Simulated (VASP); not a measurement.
A run of VASP 6.6.1 is set up as follows.

Contents of INCAR:

```
SYSTEM = SiO2
ALGO     = Normal         ! electronic algorithm
EDIFF    = 1E-7           ! SCF threshold, eV
EDIFFG   = -0.05          ! ionic threshold
ENCUT    = 600            ! plane-wave cutoff, eV
GGA      = PE             ! functional
IBRION   = 2              ! ionic algorithm
ISIF     = 3              ! what is computed and relaxed
ISMEAR   = 0              ! smearing method
LASPH    = .True.         ! aspherical terms in the spheres
LCHARG   = .False.        ! write CHGCAR
LREAL    = .False.        ! projectors in reciprocal space
LWAVE    = .False.        ! write WAVECAR
NELM     = 100            ! most SCF steps
NSW      = 100            ! ionic steps
PREC     = Accurate       ! precision mode
SIGMA    = 0.1            ! smearing width, eV
```

KPOINTS

```
k-points
0
Gamma
  6 6 6
  0 0 0
```

The input POSCAR:

```
SiO2
1.0
    0.0000000000      3.5600000000      3.5600000000
    3.5600000000      0.0000000000      3.5600000000
    3.5600000000      3.5600000000      0.0000000000
Si O
2 4
Direct
    0.5000000000      0.5000000000      0.5000000000
    0.7500000000      0.7500000000      0.7500000000
    0.6250000000      0.6250000000      0.6250000000
    0.1250000000      0.6250000000      0.6250000000
    0.6250000000      0.6250000000      0.1250000000
    0.6250000000      0.1250000000      0.6250000000
```

Potentials or basis: VASP PAW PBE potentials, release 64 (Si, O).

The run is started by

```console
$ cat potpaw_PBE.64/Si/POTCAR potpaw_PBE.64/O/POTCAR > POTCAR
$ mpirun -np 1 vasp_std > vasp.out
```

Task: Estimate the band gap on the k mesh.

Result: 5.37 eV (least direct gap 5.37 eV).

Task: Estimate the relaxed volume.

Result: 17.32 Å³/atom.

Step by step:
| step | energy change (eV) | largest force (eV/Å) | pressure (GPa) | volume (Å³) |
| --- | --- | --- | --- | --- |
| 1 | 0.0000 | 0.0000 | 26.68 | 90.24 |
| 2 | 0.6730 | 0.0000 | -19.63 | 127.05 |
| 3 | -1.0048 | 0.0000 | -0.97 | 104.52 |
| 4 | -1.0070 | 0.0000 | -0.15 | 103.91 |

Caveat: the volume moved by over 15 % at a fixed basis, so the end points are rough. Expect the measured gap to be larger: semilocal functionals such as PBE lack the derivative discontinuity.
